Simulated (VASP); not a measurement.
Here is a VASP 6.6.1 calculation.

File INCAR:

```
SYSTEM = H16SO10
PREC     = Accurate       ! precision mode
ENCUT    = 520            ! plane-wave cutoff, eV
EDIFF    = 1E-6           ! SCF threshold, eV
ISMEAR   = -1             ! smearing method
SIGMA    = 0.02           ! smearing width, eV
LREAL    = .False.        ! projectors in reciprocal space
LASPH    = .True.         ! aspherical terms in the spheres
NELM     = 120            ! most SCF steps
ALGO     = Normal         ! electronic algorithm
ISIF     = 2              ! what is computed and relaxed
LWAVE    = .False.        ! write WAVECAR
LCHARG   = .False.        ! write CHGCAR
GGA      = PE             ! functional
NBANDS   = 60             ! bands
GGA_COMPAT= .False.
```

File KPOINTS:

```
regular mesh
0
Gamma
  1 1 1
  0 0 0
```

File POSCAR:

```
H16SO10
1.0
    6.7968840000      0.0000000000      0.0000000000
    0.0000000000      6.7968840000      0.0000000000
    0.0000000000      0.0000000000      6.7968840000
O H S
10 16 1
Direct
    0.4738789127      1.1462311259      0.2993577645
    0.9017367370      0.1179216829      0.0822435693
    0.3250607190      0.2600750579      0.7837414910
    0.1558802534      0.8401496921      0.5616250035
    0.7774003499      0.3832638603      0.7857571205
    0.7812697701      0.5399238828      0.3530882681
    0.0517442993      0.2456566862      0.4409814850
    0.9073716721      0.7285102997      0.0008091943
    0.7293194941      0.9581890761      0.6732643959
    0.5108075995      0.6859025400      0.7855658564
    0.5203560926      1.0555866482      0.1866296379
    0.5705702790      1.1312389619      0.4128068097
    0.9284254373      0.1860264203      0.2023280080
    0.9480667906     -0.0154335428      0.0908504544
    0.1935298587      0.1851583755      0.8213763836
    0.3398174811      0.3416565591      0.9017514496
    0.0430197132      0.9295141715      0.5506788111
    0.1177745567      0.7794748299      0.6836809338
    0.8615712730      0.3492924111      0.6711457780
    0.7120174480      0.2655187289      0.7985276783
    0.7597157756      0.5378199775      0.5051579518
    0.6414704150      0.5323615939      0.3329025477
    0.0976182615      0.3804684617      0.4006247569
    0.1450517620      0.1252927077      0.4185300205
    0.9661044679      0.6170768841     -0.0556284321
    0.8881275596      0.7044404465      0.1499363532
    0.5927127784      0.8789468821      0.8291299366
```

Potentials or basis: VASP PAW PBE potentials, release 64 (O, H, S).

Run with:

```console
$ cat potpaw_PBE.64/O/POTCAR potpaw_PBE.64/H/POTCAR potpaw_PBE.64/S/POTCAR > POTCAR
$ mpirun -np 1 vasp_gam > vasp.out
```

**Question.** Estimate the largest force.

**Answer.** 3.949 eV/Å.

**Question.** What does it give for the pressure?

**Answer.** -1.4 GPa.

**Question.** Predict the band gap on the k mesh.

**Answer.** 2.61 eV.

Forces on the atoms (eV/Å):
```
O    1.205 -1.254 -0.392
O   -0.598  0.044 -1.461
O   -2.550 -1.447  1.318
O   -0.471  0.493 -0.295
O    2.270  2.731 -1.726
O   -0.384  0.326  2.925
O    0.485 -0.946 -0.356
O   -0.708  1.929  2.726
O   -1.533 -0.493  1.495
O   -0.286  0.604  0.232
H   -0.285  1.475  2.023
H   -1.042 -0.144 -1.604
H    0.295  0.423  1.247
H    0.340 -0.482  0.026
H    2.365  1.350 -0.839
H    0.273 -0.002 -0.228
H   -0.100 -0.170 -0.142
H    0.268 -0.534  0.598
H    0.067  0.003  0.575
H   -1.687 -2.675  0.744
H    1.016  0.228 -1.809
H   -0.855 -0.197 -1.183
H    0.352 -1.951  0.243
H   -0.412  3.153  0.146
H    0.382 -1.980 -0.493
H    0.108 -0.468 -1.832
S    1.485 -0.016 -1.939
```

Caveat: the k points lie up to 0.92 Å⁻¹ apart.
